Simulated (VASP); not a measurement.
## HgTe: electric field gradients with LDA

The system is HgTe.

```
Hg Te
1.0
     0.00000    2.92150    2.97993
     2.92150    0.00000    2.97993
     2.92150    2.92150    0.00000
Hg Te
1 1
Cartesian
  0.0000 0.0000 0.0000
  2.9215 2.9215 2.9799
```

This cell differs from its parent crystal: zz strain of +2 %.

```json
{
 "Program": "VASP 6.6.1",
 "Task": "electric field gradients",
 "Functional": "LDA",
 "Potentials or basis": "VASP PAW LDA potentials, release 64 (Hg, Te)",
 "Cutoff": "400 eV",
 "k mesh": "10 × 10 × 10",
 "Occupations": "fermi-dirac, width 0.08 eV",
 "Spin": "no spin polarisation",
 "Dipole correction": "no",
 "Further INCAR settings": "ALGO = Normal; EDIFF = 1e-08; NBANDS = 16"
}
```

```json
{
  "Pressure": "2.8 GPa",
  "Band gap on the k mesh": "zero (bands 9 and 10 overlap by 3.16 eV)",
  "Largest electric field gradient by atom": "Hg +38.3; Te -28.2 V/Å²"
}
```

Stress tensor (GPa, compression positive):
```
3.53 0.00 0.00
0.00 3.53 0.00
0.00 0.00 1.29
```

Levels at points of the mesh, in eV from the Fermi level:
```csv
k point,band 6,band 7,band 8,band 9,band 10,band 11,band 12,band 13
"(0.00, 0.00, 0.00)",-7.07,-0.92,-0.92,-0.77,-0.56,7.60,7.66,7.73
"(0.50, 0.00, 0.00)",-6.86,-5.98,0.34,0.49,2.42,3.68,3.84,4.22
"(0.50, 0.50, 0.00)",-6.00,-5.03,-2.85,-2.67,-2.67,4.75,9.75,9.75
"(0.50, 0.00, 0.50)",-5.95,-5.04,-3.01,-2.86,-2.64,4.63,9.37,9.97
```

Electric field gradients, principal values (V/Å²):
| atom | least | middle | greatest (by size) |
| --- | --- | --- | --- |
| 1 Hg | -19.157 | -19.159 | 38.316 |
| 2 Te | 14.113 | 14.114 | -28.227 |

Run time: 65 s on 1 thread of Intel Xeon 8259CL (shared host), peak memory 0.18 GiB.

Caveat: the cell differs from its parent crystal (zz strain of +2 %); without QUAD_EFG the Cq values of the log hold for a quadrupole moment of 1 mb, not for the nuclei; spin-orbit coupling is left out, which moves the levels of the heavy elements.
